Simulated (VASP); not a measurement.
# Fe (P6/mmm) in VASP: relaxation of cell and atoms with PBE

Aim: the relaxation of cell and atoms of Fe with PBE.

Program: VASP 6.6.1. These are calculated values, not measurements. Logs are shortened: lines on timing, memory, paths and dates and some standing lists are left out, and cuts for length are marked.

### 1 The cell of the first run

It takes space group P6/mmm (No. 191, hexagonal). Conventional cell: a = 2.038 Å, b = 2.038 Å, c = 1.915 Å, α = 90.00°, β = 90.00°, γ = 120.00°. Within 2.5 Å of Fe (site symmetry 6/mmm) lie 8 Fe at 1.92 to 2.04 Å.

### 2 Relaxation of cell and atoms, PBE, collinear spin, ferromagnetic start, target pressure 320 GPa, at which the enthalpy is minimised

Contents of INCAR:

```
PREC = Accurate ; ENCUT = 600
EDIFF = 1E-6 ; ISMEAR = -1
SIGMA = 0.1 ; LREAL = F
LASPH = T ; NELM = 150
ALGO = Normal ; ISIF = 3
LWAVE = F ; LCHARG = F
ISPIN = 2 ; MAGMOM = 2.5
LORBIT = 11 ; LMAXMIX = 4
GGA = PE ; IBRION = 2
NSW = 60 ; EDIFFG = -0.005
PSTRESS = 3200.0
```

Contents of KPOINTS:

```
regular mesh
0
Gamma
  21 21 20
```

Contents of POSCAR:

```
Fe
1.0
    2.0376145930      0.0000000000      0.0000000000
   -1.0188072965      1.7646260006      0.0000000000
    0.0000000000      0.0000000000      1.9153577174
Fe
1
Direct
    0.0000000000      0.0000000000      0.0000000000
```

Potentials or basis: VASP PAW PBE potentials, release 64 (Fe).

Run with:

```sh
> cat potpaw_PBE.64/Fe/POTCAR > POTCAR
> mpirun -np 1 vasp_std > vasp.out
```

OUTCAR:

```text
PREC = Accurate
   ENCUT = 600
   EDIFF = 1E-6
   ISMEAR = -1
   LREAL = F
   LASPH = T
   NELM = 150
   ISIF = 3
   ISPIN = 2
   LORBIT = 11
   GGA = PE
   IBRION = 2
   NSW = 60
   EDIFFG = -0.005
   PSTRESS = 3200.0

 ion  position               nearest neighbor table
   1  0.000  0.000  0.000-

  LATTYP: Found a hexagonal cell.
 ALAT       =     2.0376145930
 C/A-ratio  =     0.9400000000

  Lattice vectors:

 A1 = (   2.0376145930,   0.0000000000,   0.0000000000)
 A2 = (  -1.0188072965,   1.7646260006,   0.0000000000)
 A3 = (   0.0000000000,   0.0000000000,   1.9153577174)

Analysis of symmetry for initial positions (statically):
=====================================================================
 Subroutine PRICEL returns:
 Original cell was already a primitive cell.

 Routine SETGRP: Setting up the symmetry group for a
 hexagonal supercell.

 Subroutine GETGRP returns: Found 24 space group operations
 (whereof 24 operations were pure point group operations)
 out of a pool of 24 trial point group operations.

The static configuration has the point symmetry D_6h.

Analysis of symmetry for dynamics (positions and initial velocities):
=====================================================================
 Subroutine PRICEL returns:
 Original cell was already a primitive cell.

 Routine SETGRP: Setting up the symmetry group for a
 hexagonal supercell.

 Subroutine GETGRP returns: Found 24 space group operations
 (whereof 24 operations were pure point group operations)
 out of a pool of 24 trial point group operations.

The dynamic configuration has the point symmetry D_6h.

Analysis of structural, dynamic, and magnetic symmetry:
=====================================================================
 Subroutine PRICEL returns:
 Original cell was already a primitive cell.

 Routine SETGRP: Setting up the symmetry group for a
 hexagonal supercell.

 Subroutine GETGRP returns: Found 24 space group operations
 (whereof 24 operations were pure point group operations)
 out of a pool of 24 trial point group operations.

The overall configuration has the point symmetry D_6h.

 Subroutine INISYM returns: Found 24 space group operations
 (whereof 24 operations are pure point group operations),
 and found     1 'primitive' translations

----------------------------------------------------------------------------------------

                                     Primitive cell

  volume of cell :       6.8869

  direct lattice vectors                    reciprocal lattice vectors
     2.037614593  0.000000000  0.000000000     0.490769944  0.283346159  0.000000000
    -1.018807296  1.764626001  0.000000000     0.000000000  0.566692319  0.000000000
     0.000000000  0.000000000  1.915357717     0.000000000  0.000000000  0.522095685

  length of vectors
     2.037614593  2.037614593  1.915357717     0.566692319  0.566692319  0.522095685

  position of ions in fractional coordinates (direct lattice)
     0.000000000  0.000000000  0.000000000

  ion indices of the primitive-cell ions
   primitive index   ion index
                 1           1

----------------------------------------------------------------------------------------

 KPOINTS: regular mesh

Automatic generation of k-mesh.
 Grid dimensions read from file:
 generate k-points for:   21   21   20

 Generating k-lattice:

  Cartesian coordinates                     Fractional coordinates (reciprocal lattice)
     0.023369997  0.013492674  0.000000000     0.047619048  0.000000000  0.000000000
     0.000000000  0.026985349  0.000000000     0.000000000  0.047619048  0.000000000
     0.000000000  0.000000000  0.026104784     0.000000000  0.000000000  0.050000000

  Length of vectors
     0.026985349  0.026985349  0.026104784

  Shift w.r.t. Gamma in fractional coordinates (k-lattice)
     0.000000000  0.000000000  0.000000000

 Subroutine IBZKPT returns following result:
 ===========================================

 Found    528 irreducible k-points:

 Following reciprocal coordinates:
            Coordinates               Weight
  0.000000  0.000000  0.000000      1.000000
  0.047619  0.000000  0.000000      6.000000
  0.095238  0.000000  0.000000      6.000000
  0.142857  0.000000  0.000000      6.000000
  0.190476  0.000000  0.000000      6.000000
  0.238095  0.000000  0.000000      6.000000
[... 16 lines left out ...]
  0.142857  0.095238  0.000000     12.000000
  0.190476  0.095238  0.000000     12.000000
 [... further k-points ...]
   k-points           NKPTS =    528   k-points in BZ     NKDIM =    528   number of bands    NBANDS=      9
   number of dos      NEDOS =    301   number of ions     NIONS =      1
   total plane-waves  NPLWV =   4096
   dimension x,y,z NGX =    16 NGY =   16 NGZ =   16
   dimension x,y,z NGXF=    32 NGYF=   32 NGZF=   32
   ions per type =               1
   NGX,Y,Z   is equivalent  to a cutoff of  13.05, 13.05, 13.89 a.u.
   NGXF,Y,Z  is equivalent  to a cutoff of  26.11, 26.11, 27.77 a.u.
 SYSTEM =  unknown system
   PREC   = accura    normal or accurate (medium, high low for compatibility)
   ISTART =      0    job   : 0-new  1-cont  2-samecut
   ICHARG =      2    charge: 1-file 2-atom 10-const
   ISPIN  =      2    spin polarized calculation?
   LNONCOLLINEAR =      F non collinear calculations
   LSORBIT =      F    spin-orbit coupling
   LASPH  =      T    aspherical Exc in radial PAW
   ENCUT  =  600.0 eV  44.10 Ry    6.64 a.u.   4.07  4.07  3.83*2*pi/ulx,y,z
   NELM   =    150;   NELMIN=  2; NELMDL= -5     # of ELM steps
   EDIFF  = 0.1E-05   stopping-criterion for ELM
   LREAL  =      F    real-space projection
   EDIFFG = -.5E-02   stopping-criterion for IOM
   NSW    =     60    number of steps for IOM
   IBRION =      2    ionic relax: 0-MD 1-quasi-New 2-CG
   NFREE  =      1    steps in history (QN), initial steepest desc. (CG)
   ISIF   =      3    stress and relaxation
   ISYM   =      2    0-nonsym 1-usesym 2-fastsym
   POTIM  = 0.5000    time-step for ionic-motion
   TEBEG  =    0.0;   TEEND  =   0.0 temperature during run
   PSTRESS= 3200.0 pullay stress
   NELECT =       8.0000    total number of electrons
   NUPDOWN=      -1.0000    fix difference up-down
   EMIN   =  10.00;   EMAX   =-10.00  energy-range for DOS
   EFERMI =   0.00;   METHOD = LEGACY
   ISMEAR =    -1;   SIGMA  =   0.10  broadening in eV -4-tet -1-fermi 0-gaus
   EFERMI_NEDOS =   21; number of points for ismear=-14 and -15
   IALGO  =     38    algorithm
   IMIX   =      4    mixing-type and parameters
     AMIX     =   0.40;   BMIX     =  1.00
     AMIX_MAG =   1.60;   BMIX_MAG =  1.00
  volume/ion in A,a.u.               =       6.89        46.48
  Fermi-wavevector in a.u.,A,eV,Ry     =   1.720930  3.252087 40.295031  2.961601
  Thomas-Fermi vector in A             =   2.797277
   LORBIT       =     11    0 simple, 1 ext, 2 COOP (PROOUT), +10 PAW based schemes
   GGA     = PE    functional components
   LHFCALC =     F    Hartree Fock is set to
   AEXX    =    0.0000 exact exchange contribution
   IVDW    =     0    specifies the selected vdW correction
   LEPSILON=     F    determine dielectric tensor
   LRPA    =     F    only Hartree local field effects (RPA)
 conjugate gradient relaxation of ions
 spin polarized calculation
  energy-cutoff  :      600.00
  volume of cell :        6.89
 maximum number of plane-waves:       240
   NGX =  9   NGY =  9   NGZ =  7

--------------------------------------- Ionic step        1  -------------------------------------------

 number of electron       8.0000002 magnetization      -0.0003062

 number of electron       8.0000002 magnetization       0.0000909

 Free energy of the ion-electron system (eV)
  ---------------------------------------------------
  ext. energy  EPLUGINS =         0.00000000
  ---------------------------------------------------
  free energy    TOTEN  =        -4.74605804 eV

  energy without entropy =       -4.70940444  energy(sigma->0) =       -4.72773124

------------------------ aborting loop because EDIFF is reached ----------------------------------------

  FORCE on cell =-STRESS in cart. coord.  units (eV):
  Direction    XX          YY          ZZ          XY          YZ          ZX
  --------------------------------------------------------------------------------------
  -------------------------------------------------------------------------------------
  Total       14.3583330     14.3583330     11.9033665     -0.0000000      0.0000000      0.0000000
  in kB     3340.3347602   3340.3347600   2769.2092568     -0.0000000      0.0000000      0.0000000
  external PRESSURE =     -50.0404076 kB  Pullay stress =    3200.0000000 kB
[... 256 lines left out ...]
--------------------------------------- Ionic step        8  -------------------------------------------

 number of electron       8.0000005 magnetization       0.0000132

 number of electron       8.0000005 magnetization      -0.0000105

 Free energy of the ion-electron system (eV)
  ---------------------------------------------------
  ext. energy  EPLUGINS =         0.00000000
  ---------------------------------------------------
  free energy    TOTEN  =        -4.70330046 eV

  energy without entropy =       -4.66292166  energy(sigma->0) =       -4.68311106

 E-fermi :  12.9049     XC(G=0): -16.1670

 val. band max:       12.9042213632   @ k =   0.0952   0.0000   0.2500
 cond. band min:      12.9094091911   @ k =   0.2381   0.0952   0.2000
 fundamental gap:      0.0051878279
 Fermi energy:        12.9049297916

 spin component 1

 k-point     1 :       0.0000    0.0000    0.0000
  band No.  band energies     occupation
      1       1.4672      1.00000
      2       5.3673      1.00000
      3       9.7058      1.00000
      4       9.7058      1.00000
      5      15.1135      0.00000
      6      15.1135      0.00000
      7      38.1180      0.00000
      8      43.5370      0.00000
      9      50.0539      0.00000
[... 265 lines left out ...]
 k-point    24 :       0.1905    0.0952    0.0000
  band No.  band energies     occupation
      1       4.4717      1.00000
      2       6.3288      1.00000
      3       8.0222      1.00000
      4      12.3842      0.99455
      5      13.7218      0.00028
      6      14.7740      0.00000
      7      33.6408      0.00000
      8      38.4670      0.00000
      9      47.7455      0.00000

 [... further k-points ...]

 spin component 2

 k-point     1 :       0.0000    0.0000    0.0000
  band No.  band energies     occupation
      1       1.4672      1.00000
      2       5.3673      1.00000
      3       9.7058      1.00000
      4       9.7058      1.00000
      5      15.1135      0.00000
      6      15.1135      0.00000
      7      38.1180      0.00000
      8      43.5370      0.00000
      9      50.0539      0.00000
[... 265 lines left out ...]
 k-point    24 :       0.1905    0.0952    0.0000
  band No.  band energies     occupation
      1       4.4717      1.00000
      2       6.3289      1.00000
      3       8.0223      1.00000
      4      12.3842      0.99455
      5      13.7218      0.00028
      6      14.7740      0.00000
      7      33.6408      0.00000
      8      38.4670      0.00000
      9      47.7455      0.00000

 [... further k-points ...]

------------------------ aborting loop because EDIFF is reached ----------------------------------------

  FORCE on cell =-STRESS in cart. coord.  units (eV):
  Direction    XX          YY          ZZ          XY          YZ          ZX
  --------------------------------------------------------------------------------------
  -------------------------------------------------------------------------------------
  Total       13.6779069     13.6779069     13.6786916      0.0000000      0.0000000     -0.0000000
  in kB     3200.7102792   3200.7102785   3200.8939118      0.0000000      0.0000000     -0.0000000
  external PRESSURE =       0.7714898 kB  Pullay stress =    3200.0000000 kB
[... 16 lines left out ...]
  FREE ENERGIE OF THE ION-ELECTRON SYSTEM (eV)
  ---------------------------------------------------
  free  energy   TOTEN  =        -4.7033004594 eV

  energy  without entropy=       -4.6629216592  energy(sigma->0) =       -4.68311106

  enthalpy is  TOTEN    =         8.9715711146 eV   P V=       13.6748715740

 reached required accuracy - stopping structural energy minimisation

 total charge

# of ion       s       p       d       tot
------------------------------------------
    1        0.774   1.020   7.244   9.039

 magnetization (x)

# of ion       s       p       d       tot
------------------------------------------
    1       -0.000  -0.000   0.000   0.000
```

Wall time 3.2 min (1 thread of Oxide Virtual Turin-like, shared host); peak memory 0.16 GiB.

What came out:

```yaml
Free_energy: -4.7033 eV
Relaxed_volume: 6.85 Å³/atom
Relaxed_cell: a = 2.066 Å, b = 2.066 Å, c = 1.852 Å, α = 90.00°, β = 90.00°, γ = 120.00°
Space_group_after_relaxing_to_0.05_Å: P6/mmm (No. 191)
Energy_change_on_relaxing_the_enthalpy_is_what_falls: +42.8 meV/atom
Ionic_steps: 8
Pressure_after_relaxing: 320.1 GPa
Band_gap_on_the_k_mesh: zero (filled and empty bands overlap)
Net_moment: 0.00 μB per cell
```

The path:
```csv
step,energy change (eV),largest force (eV/Å),pressure (GPa),volume (Å³)
1,0.0000,0.0000,315.00,6.89
2,0.5723,0.0000,361.19,6.64
3,0.1298,0.0000,328.64,6.80
4,-0.4325,0.0000,273.73,7.11
5,0.0385,0.0000,319.67,6.85
6,0.0403,0.0000,319.93,6.85
7,0.0439,0.0000,320.20,6.85
8,0.0428,0.0000,320.08,6.85
```

Final structure:
```xyz
1
Lattice="2.0660 0.0000 0.0000 -1.0330 1.7892 0.0000 0.0000 0.0000 1.8522" Properties=species:S:1:pos:R:3 pbc="T T T"
Fe    0.0000    0.0000    0.0000
```

Levels at points of the mesh, in eV from the Fermi level:
Spin up:
| k point | band 1 | band 2 | band 3 | band 4 | band 5 | band 6 | band 7 | band 8 |
| --- | --- | --- | --- | --- | --- | --- | --- | --- |
| (0.00, 0.00, 0.00) | -11.44 | -7.54 | -3.20 | -3.20 | 2.21 | 2.21 | 25.21 | 30.63 |
| (0.00, 0.00, 0.50) | -5.68 | -2.01 | -2.01 | -1.77 | -1.77 | -1.40 | 12.36 | 33.70 |
Spin down:
| k point | band 1 | band 2 | band 3 | band 4 | band 5 | band 6 | band 7 | band 8 | band 9 |
| --- | --- | --- | --- | --- | --- | --- | --- | --- | --- |
| (0.00, 0.00, 0.00) | -11.44 | -7.54 | -3.20 | -3.20 | 2.21 | 2.21 | 25.21 | 30.63 | 37.15 |
| (0.00, 0.00, 0.50) | -5.68 | -2.01 | -2.01 | -1.77 | -1.77 | -1.40 | 12.36 | 33.70 | 36.17 |

Caveat: the starting moments collapsed, and a magnetic state may lie lower; the cell is relaxed towards a set pressure, so the enthalpy falls and the energy may rise.
